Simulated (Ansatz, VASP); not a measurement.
**Two plane-wave programs on Al2Cu**

```
Al Cu
1.0
     5.99235    0.00000    0.00000
     0.00000    5.99235    0.00000
     0.04829    0.00000    4.82870
Al Cu
8 4
Cartesian
  0.9529 2.0432 0.0037
  0.9771 3.9491 2.4181
  5.0636 2.0432 2.4106
  5.0394 3.9491 -0.0037
  3.9732 5.0394 2.4181
  3.9491 0.9529 0.0037
  2.0432 5.0394 -0.0037
  2.0674 0.9529 2.4106
  0.0362 0.0019 3.6215
  0.0121 -0.0019 1.2072
  3.0082 2.9981 1.2072
  3.0324 2.9943 3.6215
```

Change from the starting cell: shear of c along a, cell held, atoms relaxed: +1.0 %.

Alike in both runs: functional PBEsol; k mesh 6 × 6 × 8; occupations gaussian, width 0.1 eV; no spin polarisation.

Ansatz relaxed the structure, and its values are those at the end. VASP's run is a single point on that final structure, the one shown.

|  | VASP | Ansatz |
| --- | --- | --- |
| version | VASP 6.6.1 | Ansatz 0.2.0 |
| potentials or method | VASP PAW PBE potentials, release 64 (Al, Cu), cutoff 520 eV | scalar-relativistic, plane waves, PAW |
| valence electrons in the cell | 68 | 100 |

|  | VASP | Ansatz | Ansatz less VASP |
| --- | --- | --- | --- |
| gap on the k mesh at the Fermi level (eV) | none | none | - |
| pressure (GPa) | 0.2 | 0.0 | -0.22 |
| rms of the force components (eV/Å) | 0.004 | 0.003 | -0.0007 |

VASP's potentials were made for PBE, not for PBEsol. A gap of «none» marks a metal or a gap that the smearing closes. The functional is the same, so the differences come from potentials, cutoffs and numerics. VASP's potentials hold 68 valence electrons a cell and Ansatz's 100, so a difference there can come from the potentials and not from the codes. Ansatz's warnings: stress scf threshold loose.
